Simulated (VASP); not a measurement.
Here is a VASP 6.6.1 calculation.

POSCAR

```
GaAs
1.0
    0.0000000000      2.8270000000      2.8270000000
    2.8270000000      0.0000000000      2.8270000000
    2.8270000000      2.8270000000      0.0000000000
Ga As
1 1
Direct
    0.0000000000      0.0000000000      0.0000000000
    0.2500000000      0.2500000000      0.2500000000
```

File INCAR.step1:

```
PREC = Accurate
ENCUT = 500
EDIFF = 1E-8
ISMEAR = 0
SIGMA = 0.01
LREAL = False
LASPH = True
NELM = 100
ALGO = Normal
LWAVE = True
LCHARG = False
GGA = PE
```

The input INCAR.step2:

```
PREC = Accurate
ENCUT = 500
EDIFF = 1E-8
ISMEAR = 0
SIGMA = 0.01
LREAL = False
LASPH = True
NELM = 1
ALGO = Exact
LWAVE = True
LCHARG = False
GGA = PE
NBANDS = 227
LOPTICS = True
ISTART = 1
```

Contents of INCAR.step3:

```
PREC = Accurate
ENCUT = 500
EDIFF = 1E-8
ISMEAR = 0
SIGMA = 0.01
LREAL = False
LASPH = True
ALGO = EVGW0
LWAVE = False
LCHARG = False
GGA = PE
NELMGW = 1
NBANDS = 227
ENCUTGW = 113.3
NOMEGA = 48
PRECFOCK = Fast
ISTART = 1
NBANDSGW = 17
```

File KPOINTS:

```
regular mesh
0
Gamma
  2 2 2
```

Potentials or basis: VASP PAW PBE potentials, release 64 (Ga_d_GW, As_GW).

Launch:

```bash
$ cat potpaw_PBE.64/Ga_d_GW/POTCAR potpaw_PBE.64/As_GW/POTCAR > POTCAR
$ cp INCAR.step1 INCAR
$ mpirun -np 1 vasp_std > vasp.out
$ cp INCAR.step2 INCAR
$ mpirun -np 1 vasp_std > vasp.out
$ cp INCAR.step3 INCAR
$ mpirun -np 1 vasp_std > vasp.out
```

(1) Estimate the quasiparticle gap.

(2) Predict the least direct quasiparticle gap.

(3) What does it give for the band gap on the k mesh, mean-field level?

Answers

(1) 1.43 eV.

(2) 1.43 eV.

(3) 0.44 eV, direct.

Caveat: the k points lie up to 0.96 Å⁻¹ apart; bands, screening cutoff and mesh are small and nothing is extrapolated, so the quasiparticle values aren't converged.
